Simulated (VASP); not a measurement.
Set up this calculation in VASP 6.6.1, as the native input.

```yaml
Task: single point
Functional: PBE
Potentials_or_basis: VASP PAW PBE potentials, release 64 (Cd)
Cutoff: 500 eV
k_mesh: 18 × 18 × 8
Occupations: gaussian, width 0.15 eV
Spin: no spin polarisation
Dipole_correction: no
Further_INCAR_settings: ALGO = Normal; EDIFF = 1e-06; NBANDS = 19
```

The structure of Cd lies in POSCAR:

```
Cd
1.0
    2.9044006954      0.0000000000      0.0000000000
   -1.4522003477      2.5152847850      0.0000000000
    0.0000000000      0.0000000000      5.7580912500
Cd
2
Direct
    0.3333333333      0.6666666667      0.2500000000
    0.6666666667      0.3333333333      0.7500000000
```

This cell differs from its parent crystal: strain -0.025 along x and y, +0.025 along z.

The input as run:

INCAR

```
PREC = Accurate
ENCUT = 500
EDIFF = 1E-6
ISMEAR = 0
SIGMA = 0.15
LREAL = False
LASPH = True
NELM = 120
ALGO = Normal
ISIF = 2
LWAVE = False
LCHARG = False
GGA = PE
NBANDS = 19
GGA_COMPAT = False
```

KPOINTS

```
regular mesh
0
Gamma
  18 18 8
```

Potentials or basis: VASP PAW PBE potentials, release 64 (Cd).

Launch:

```sh
$ cat potpaw_PBE.64/Cd/POTCAR > POTCAR
$ mpirun -np 1 vasp_std > vasp.out
```

It gave:

```json
{"Pressure": "6.2 GPa", "Band gap on the k mesh": "zero (bands 12 and 13 overlap by 5.05 eV)"}
```

Caveat: the cell differs from its parent crystal (strain -0.025 along x and y, +0.025 along z); the cell stands under pressure.

Run time: 70 s on 1 thread of Intel(R) Xeon(R) Platinum 8488C (Sapphire Rapids) (shared host), peak memory 0.24 GiB.
